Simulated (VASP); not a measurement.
# NaH (Fm-3m) in VASP: notebook

Runs on NaH. Level: PBE. Tasks: single point.

All numbers are computed with VASP 6.6.1; they aren't measurements. Logs are shortened: lines on timing, memory, paths and dates and some standing lists are left out, and cuts for length are marked.

## (1) The cell of the first run

It takes space group Fm-3m (No. 225, cubic). The conventional cell has a = 4.224 Å, b = 4.224 Å, c = 4.224 Å, α = 90.00°, β = 90.00°, γ = 90.00°. Within 2.8 Å of Na (site symmetry m-3m) lie 6 H at 2.11 Å. H (site symmetry m-3m) has 6 Na at 2.11 Å within 2.8 Å.

## (2) Single point, PBE

File INCAR:

```
PREC     = Accurate       # precision mode
ENCUT    = 520            # plane-wave cutoff, eV
EDIFF    = 1E-6           # SCF threshold, eV
ISMEAR   = 0              # smearing method
SIGMA    = 0.01           # smearing width, eV
LREAL    = F              # projectors in reciprocal space
LASPH    = T              # aspherical terms in the spheres
NELM     = 100            # most SCF steps
ALGO     = Normal         # electronic algorithm
ISIF     = 2              # what is computed and relaxed
LWAVE    = F              # write WAVECAR
LCHARG   = T              # write CHGCAR
GGA      = PE             # functional
LELF     = T              # ELF
LVHAR    = T            
NBANDS   = 11             # bands
```

File KPOINTS:

```
regular mesh
0
Gamma
  8 8 8
```

File POSCAR:

```
NaH
1.0
    0.0000000000      2.1120162991      2.1120162991
    2.1120162991      0.0000000000      2.1120162991
    2.1120162991      2.1120162991      0.0000000000
Na H
1 1
Direct
    0.0000000000      0.0000000000      0.0000000000
    0.5000000000      0.5000000000      0.5000000000
```

Potentials or basis: VASP PAW PBE potentials, release 64 (Na_pv, H).

Run with:

```bash
$ cat potpaw_PBE.64/Na_pv/POTCAR potpaw_PBE.64/H/POTCAR > POTCAR
$ mpirun -np 1 vasp_std > vasp.out
```

OUTCAR:

```text
PREC = Accurate
   ENCUT = 520
   EDIFF = 1E-6
   ISMEAR = 0
   LREAL = F
   LASPH = T
   NELM = 100
   ISIF = 2
   GGA = PE

 ion  position               nearest neighbor table
   1  0.000  0.000  0.000-
   2  0.500  0.500  0.500-

  LATTYP: Found a face centered cubic cell.
 ALAT       =     4.2240325982

  Lattice vectors:

 A1 = (   0.0000000000,   2.1120162991,   2.1120162991)
 A2 = (   2.1120162991,   0.0000000000,   2.1120162991)
 A3 = (   2.1120162991,   2.1120162991,   0.0000000000)

Analysis of symmetry for initial positions (statically):
=====================================================================
 Subroutine PRICEL returns:
 Original cell was already a primitive cell.

 Routine SETGRP: Setting up the symmetry group for a
 face centered cubic supercell.

 Subroutine GETGRP returns: Found 48 space group operations
 (whereof 48 operations were pure point group operations)
 out of a pool of 48 trial point group operations.

The static configuration has the point symmetry O_h .

Analysis of symmetry for dynamics (positions and initial velocities):
=====================================================================
 Subroutine PRICEL returns:
 Original cell was already a primitive cell.

 Routine SETGRP: Setting up the symmetry group for a
 face centered cubic supercell.

 Subroutine GETGRP returns: Found 48 space group operations
 (whereof 48 operations were pure point group operations)
 out of a pool of 48 trial point group operations.

The dynamic configuration has the point symmetry O_h .

 Subroutine INISYM returns: Found 48 space group operations
 (whereof 48 operations are pure point group operations),
 and found     1 'primitive' translations

----------------------------------------------------------------------------------------

                                     Primitive cell

  volume of cell :      18.8418

  direct lattice vectors                    reciprocal lattice vectors
     0.000000000  2.112016299  2.112016299    -0.236740597  0.236740597  0.236740597
     2.112016299  0.000000000  2.112016299     0.236740597 -0.236740597  0.236740597
     2.112016299  2.112016299  0.000000000     0.236740597  0.236740597 -0.236740597

  length of vectors
     2.986842094  2.986842094  2.986842094     0.410046743  0.410046743  0.410046743

  position of ions in fractional coordinates (direct lattice)
     0.000000000  0.000000000  0.000000000
     0.500000000  0.500000000  0.500000000

  ion indices of the primitive-cell ions
   primitive index   ion index
                 1           1
                 2           2

----------------------------------------------------------------------------------------

 KPOINTS: regular mesh

Automatic generation of k-mesh.
 Grid dimensions read from file:
 generate k-points for:    8    8    8

 Generating k-lattice:

  Cartesian coordinates                     Fractional coordinates (reciprocal lattice)
    -0.029592575  0.029592575  0.029592575     0.125000000  0.000000000  0.000000000
     0.029592575 -0.029592575  0.029592575     0.000000000  0.125000000  0.000000000
     0.029592575  0.029592575 -0.029592575     0.000000000  0.000000000  0.125000000

  Length of vectors
     0.051255843  0.051255843  0.051255843

  Shift w.r.t. Gamma in fractional coordinates (k-lattice)
     0.000000000  0.000000000  0.000000000

 Subroutine IBZKPT returns following result:
 ===========================================

 Found     29 irreducible k-points:

 Following reciprocal coordinates:
            Coordinates               Weight
  0.000000  0.000000  0.000000      1.000000
  0.125000  0.000000  0.000000      8.000000
  0.250000  0.000000  0.000000      8.000000
  0.375000  0.000000  0.000000      8.000000
  0.500000  0.000000  0.000000      4.000000
  0.125000  0.125000  0.000000      6.000000
[... 16 lines left out ...]
  0.500000  0.250000  0.125000     48.000000
 -0.375000  0.250000  0.125000     24.000000
 [... further k-points ...]
   k-points           NKPTS =     29   k-points in BZ     NKDIM =     29   number of bands    NBANDS=     11
   number of dos      NEDOS =    301   number of ions     NIONS =      2
   total plane-waves  NPLWV =  13824
   dimension x,y,z NGX =    24 NGY =   24 NGZ =   24
   dimension x,y,z NGXF=    48 NGYF=   48 NGZF=   48
   ions per type =               1   1
   NGX,Y,Z   is equivalent  to a cutoff of  13.36, 13.36, 13.36 a.u.
   NGXF,Y,Z  is equivalent  to a cutoff of  26.72, 26.72, 26.72 a.u.
 SYSTEM =  unknown system
   PREC   = accura    normal or accurate (medium, high low for compatibility)
   ISTART =      0    job   : 0-new  1-cont  2-samecut
   ICHARG =      2    charge: 1-file 2-atom 10-const
   ISPIN  =      1    spin polarized calculation?
   LNONCOLLINEAR =      F non collinear calculations
   LSORBIT =      F    spin-orbit coupling
   LASPH  =      T    aspherical Exc in radial PAW
   ENCUT  =  520.0 eV  38.22 Ry    6.18 a.u.   5.55  5.55  5.55*2*pi/ulx,y,z
   NELM   =    100;   NELMIN=  2; NELMDL= -5     # of ELM steps
   EDIFF  = 0.1E-05   stopping-criterion for ELM
   LREAL  =      F    real-space projection
   EDIFFG = 0.1E-04   stopping-criterion for IOM
   NSW    =      0    number of steps for IOM
   IBRION =     -1    ionic relax: 0-MD 1-quasi-New 2-CG
   NFREE  =      0    steps in history (QN), initial steepest desc. (CG)
   ISIF   =      2    stress and relaxation
   ISYM   =      2    0-nonsym 1-usesym 2-fastsym
   POTIM  = 0.5000    time-step for ionic-motion
   TEBEG  =    0.0;   TEEND  =   0.0 temperature during run
   PSTRESS=    0.0 pullay stress
   NELECT =       8.0000    total number of electrons
   NUPDOWN=      -1.0000    fix difference up-down
   EMIN   =  10.00;   EMAX   =-10.00  energy-range for DOS
   EFERMI =   0.00;   METHOD = LEGACY
   ISMEAR =     0;   SIGMA  =   0.01  broadening in eV -4-tet -1-fermi 0-gaus
   EFERMI_NEDOS =   21; number of points for ismear=-14 and -15
   IALGO  =     38    algorithm
   IMIX   =      4    mixing-type and parameters
     AMIX     =   0.40;   BMIX     =  1.00
     AMIX_MAG =   1.60;   BMIX_MAG =  1.00
  volume/ion in A,a.u.               =       9.42        63.58
  Fermi-wavevector in a.u.,A,eV,Ry     =   1.230451  2.325215 20.599343  1.514009
  Thomas-Fermi vector in A             =   2.365299
   LORBIT       =      0    0 simple, 1 ext, 2 COOP (PROOUT), +10 PAW based schemes
   GGA     = PE    functional components
   LHFCALC =     F    Hartree Fock is set to
   AEXX    =    0.0000 exact exchange contribution
   IVDW    =     0    specifies the selected vdW correction
   LEPSILON=     F    determine dielectric tensor
   LRPA    =     F    only Hartree local field effects (RPA)
 non-spin polarized calculation
 Gauss-broadening in eV      SIGMA  =   0.01
  energy-cutoff  :      520.00
  volume of cell :       18.84
 maximum number of plane-waves:       531
 NGX is ok and might be reduce to    24
   NGX = 11   NGY = 11   NGZ = 11

 number of electron       8.0000006 magnetization

 Free energy of the ion-electron system (eV)
  ---------------------------------------------------
  ext. energy  EPLUGINS =         0.00000000
  ---------------------------------------------------
  free energy    TOTEN  =        -4.66039478 eV

  energy without entropy =       -4.66039478  energy(sigma->0) =       -4.66039478

 E-fermi :   0.6719     XC(G=0):  -9.2447

 val. band max:        0.5262859440   @ k =  -0.2500   0.5000   0.2500
 cond. band min:       5.0333255880   @ k =   0.5000   0.0000   0.0000
 fundamental gap:      4.5070396440
 Fermi energy:         0.6719337186

 k-point     1 :       0.0000    0.0000    0.0000
  band No.  band energies     occupation
      1     -21.0136      2.00000
      2     -21.0136      2.00000
      3     -21.0136      2.00000
      4      -4.3294      2.00000
      5      15.0842      0.00000
      6      19.3964      0.00000
      7      19.3964      0.00000
      8      19.3964      0.00000
      9      21.4810      0.00000
     10      21.4810      0.00000
     11      21.4810      0.00000

 k-point     2 :       0.1250    0.0000    0.0000
  band No.  band energies     occupation
      1     -21.0665      2.00000
      2     -21.0189      2.00000
      3     -21.0189      2.00000
      4      -3.9502      2.00000
      5      13.4546      0.00000
      6      16.5786      0.00000
      7      18.6931      0.00000
      8      18.6931      0.00000
      9      22.0685      0.00000
     10      22.0685      0.00000
     11      22.6932      0.00000

 k-point     3 :       0.2500    0.0000    0.0000
  band No.  band energies     occupation
      1     -21.1908      2.00000
      2     -21.0318      2.00000
      3     -21.0318      2.00000
      4      -2.8842      2.00000
      5       9.8073      0.00000
      6      15.2088      0.00000
      7      17.6556      0.00000
      8      17.6556      0.00000
      9      22.2891      0.00000
     10      22.2891      0.00000
     11      24.6539      0.00000

 k-point     4 :       0.3750    0.0000    0.0000
  band No.  band energies     occupation
      1     -21.3107      2.00000
      2     -21.0445      2.00000
      3     -21.0445      2.00000
      4      -1.3988      2.00000
      5       6.5646      0.00000
      6      14.6208      0.00000
      7      16.9048      0.00000
      8      16.9048      0.00000
      9      22.0137      0.00000
     10      22.0137      0.00000
     11      25.3638      0.00000
[... 239 lines left out ...]
 k-point    22 :       0.3750    0.2500    0.1250
  band No.  band energies     occupation
      1     -21.2172      2.00000
      2     -21.0890      2.00000
      3     -21.0499      2.00000
      4      -2.0595      2.00000
      5       9.3991      0.00000
      6      11.6229      0.00000
      7      15.9297      0.00000
      8      19.0763      0.00000
      9      20.5931      0.00000
     10      23.8804      0.00000
     11      26.8775      0.00000

 k-point    23 :       0.5000    0.2500    0.1250
  band No.  band energies     occupation
      1     -21.2773      2.00000
      2     -21.1228      2.00000
      3     -21.0668      2.00000
      4      -0.7827      2.00000
      5       7.2406      0.00000
      6      10.3473      0.00000
      7      14.9283      0.00000
      8      19.7977      0.00000
      9      21.0707      0.00000
     10      23.9518      0.00000
     11      26.7538      0.00000

 k-point    24 :      -0.3750    0.2500    0.1250
  band No.  band energies     occupation
      1     -21.3026      2.00000
      2     -21.1333      2.00000
      3     -21.0764      2.00000
      4      -0.0319      2.00000
      5       6.0499      0.00000
      6      10.0892      0.00000
      7      14.5156      0.00000
      8      19.8800      0.00000
      9      20.9283      0.00000
     10      25.0796      0.00000
     11      27.8751      0.00000

 [... further k-points ...]

------------------------ aborting loop because EDIFF is reached ----------------------------------------

  FORCE on cell =-STRESS in cart. coord.  units (eV):
  Direction    XX          YY          ZZ          XY          YZ          ZX
  --------------------------------------------------------------------------------------
  -------------------------------------------------------------------------------------
  Total        2.3584128      2.3584128      2.3584128      0.0000000     -0.0000000      0.0000000
  in kB      200.5435084    200.5435084    200.5435084      0.0000000     -0.0000000      0.0000000
  external PRESSURE =     200.5435084 kB  Pullay stress =       0.0000000 kB

 VOLUME and BASIS-vectors are now :
 -----------------------------------------------------------------------------
  energy-cutoff  :      520.00
  volume of cell :       18.84
      direct lattice vectors                 reciprocal lattice vectors
     0.000000000  2.112016299  2.112016299    -0.236740597  0.236740597  0.236740597
     2.112016299  0.000000000  2.112016299     0.236740597 -0.236740597  0.236740597
     2.112016299  2.112016299  0.000000000     0.236740597  0.236740597 -0.236740597

 POSITION                                       TOTAL-FORCE (eV/Angst)
 -----------------------------------------------------------------------------------
      0.00000      0.00000      0.00000         0.000000      0.000000      0.000000
      2.11202      2.11202      2.11202         0.000000     -0.000000     -0.000000
 -----------------------------------------------------------------------------------
    total drift:                                0.000000     -0.000000     -0.000000

  FREE ENERGIE OF THE ION-ELECTRON SYSTEM (eV)
  ---------------------------------------------------
  free  energy   TOTEN  =        -4.6603947792 eV

  energy  without entropy=       -4.6603947792  energy(sigma->0) =       -4.66039478
```

Wall time 3.4 s (1 thread of Intel Xeon 6975P-C, shared host); peak memory 0.13 GiB.

Results:

* Free energy: -4.6604 eV
* Pressure: 20.1 GPa
* Band gap on the k mesh: 4.51 eV, indirect (least direct gap 5.49 eV)

Levels at points of the mesh, in eV from the valence-band top:
| k point | band 1 | band 2 | band 3 | band 4 | band 5 | band 6 | band 7 | band 8 |
| --- | --- | --- | --- | --- | --- | --- | --- | --- |
| (0.00, 0.00, 0.00) | -21.54 | -21.54 | -21.54 | -4.86 | 14.56 | 18.87 | 18.87 | 18.87 |
| (0.50, 0.00, 0.00) | -21.89 | -21.58 | -21.58 | -0.98 | 4.51 | 13.93 | 16.11 | 16.11 |
| (0.50, 0.50, 0.00) | -21.84 | -21.65 | -21.65 | -0.31 | 5.63 | 11.58 | 13.56 | 13.56 |

## (3) Single point, PBE

This run uses another cell than the first one, of 10.84 Å³/atom, 1.151 times its volume.

File INCAR:

```
  PREC = Accurate
  ENCUT = 520
  EDIFF = 1E-6
  ISMEAR = 0
  SIGMA = 0.01
  LREAL = False
  LASPH = True
  NELM = 80
  ALGO = Normal
  ISIF = 2
  LWAVE = False
  LCHARG = False
  GGA = PE
  NBANDS = 11
```

KPOINTS is that of step 2.

File POSCAR:

```
NaH
1.0
    0.0000000000      2.2134084246      2.2134084246
    2.2134084246      0.0000000000      2.2134084246
    2.2134084246      2.2134084246      0.0000000000
Na H
1 1
Direct
    0.0000000000      0.0000000000      0.0000000000
    0.5000000000      0.5000000000      0.5000000000
```

Potentials or basis: VASP PAW PBE potentials, release 64 (Na_pv, H).

Run with:

```bash
$ cat potpaw_PBE.64/Na_pv/POTCAR potpaw_PBE.64/H/POTCAR > POTCAR
$ mpirun -np 1 vasp_std > vasp.out
```

Wall time 2.8 s (1 thread of Intel Xeon 6975P-C, shared host); peak memory 0.14 GiB.

Results (log left out):

| Item | Value |
| --- | --- |
| Free energy | -4.9205 eV |
| Pressure | 10.0 GPa |
| Band gap on the k mesh | 4.23 eV, indirect (least direct gap 5.19 eV) |

Levels at points of the mesh, in eV from the valence-band top:
| k point | band 1 | band 2 | band 3 | band 4 | band 5 | band 6 | band 7 | band 8 | band 9 |
| --- | --- | --- | --- | --- | --- | --- | --- | --- | --- |
| (0.00, 0.00, 0.00) | -21.70 | -21.70 | -21.70 | -4.40 | 12.97 | 17.67 | 17.67 | 17.67 | 19.27 |
| (0.50, 0.00, 0.00) | -21.92 | -21.72 | -21.72 | -0.96 | 4.23 | 12.74 | 15.11 | 15.11 | 19.46 |
| (0.50, 0.50, 0.00) | -21.89 | -21.77 | -21.77 | -0.25 | 5.23 | 11.03 | 12.46 | 12.46 | 14.80 |

## (4) Single point, PBE

This run uses another cell than the first one, of 12.02 Å³/atom, 1.276 times its volume.

File INCAR:

```
SYSTEM = NaH
PREC     = Accurate       ! precision mode
ENCUT    = 520            ! plane-wave cutoff, eV
EDIFF    = 1E-6           ! SCF threshold, eV
ISMEAR   = 0              ! smearing method
SIGMA    = 0.01           ! smearing width, eV
LREAL    = .False.        ! projectors in reciprocal space
LASPH    = .True.         ! aspherical terms in the spheres
NELM     = 80             ! most SCF steps
ALGO     = Normal         ! electronic algorithm
ISIF     = 2              ! what is computed and relaxed
LWAVE    = .False.        ! write WAVECAR
LCHARG   = .True.         ! write CHGCAR
GGA      = PE             ! functional
LELF     = .True.         ! ELF
LVHAR    = .True.       
NBANDS   = 11             ! bands
```

File KPOINTS:

```
regular mesh
0
Gamma
  8 8 8
  0 0 0
```

File POSCAR:

```
NaH
1.0
    0.0000000000      2.2908612084      2.2908612084
    2.2908612084      0.0000000000      2.2908612084
    2.2908612084      2.2908612084      0.0000000000
Na H
1 1
Direct
    0.0000000000      0.0000000000      0.0000000000
    0.5000000000      0.5000000000      0.5000000000
```

Run with:

```bash
$ cat potpaw_PBE.64/Na_pv/POTCAR potpaw_PBE.64/H/POTCAR > POTCAR
$ mpirun -np 1 vasp_std > vasp.out
```

Run time: 3.3 s. Hardware: 1 thread of Intel Xeon 6975P-C, shared host; peak memory 0.13 GiB.

It converged, with:

```
Free energy            : -5.0292 eV
Pressure               : 5.0 GPa
Band gap on the k mesh : 4.04 eV, indirect (least direct gap 4.96 eV)
```

Levels at points of the mesh, in eV from the valence-band top:
```csv
k point,band 1,band 2,band 3,band 4,band 5,band 6,band 7,band 8,band 9
"(0.00, 0.00, 0.00)",-21.84,-21.84,-21.84,-4.09,11.91,16.83,16.83,16.83,18.12
"(0.50, 0.00, 0.00)",-22.00,-21.86,-21.86,-0.93,4.04,11.94,14.41,14.41,18.19
"(0.50, 0.50, 0.00)",-21.98,-21.90,-21.90,-0.22,4.98,10.64,11.72,11.72,13.53
```

## (5) Overview

| cell | gap on the mesh (eV) | pressure (GPa) |
| --- | --- | --- |
| a = 2.987 Å, angles 60.0°, 2 atoms | 4.51 | 20.1 |
| a = 3.130 Å, angles 60.0°, 2 atoms | 4.23 | 10.0 |
| a = 3.240 Å, angles 60.0°, 2 atoms | 4.04 | 5.0 |

Alike in all rows: task single point; level PBE; potentials or basis VASP PAW PBE potentials, release 64 (Na_pv, H); no spin polarisation; k mesh 8 × 8 × 8; cutoff (eV) 520; smearing gaussian 0.01 eV.

Absolute energies hang on the potentials; compare differences alone.
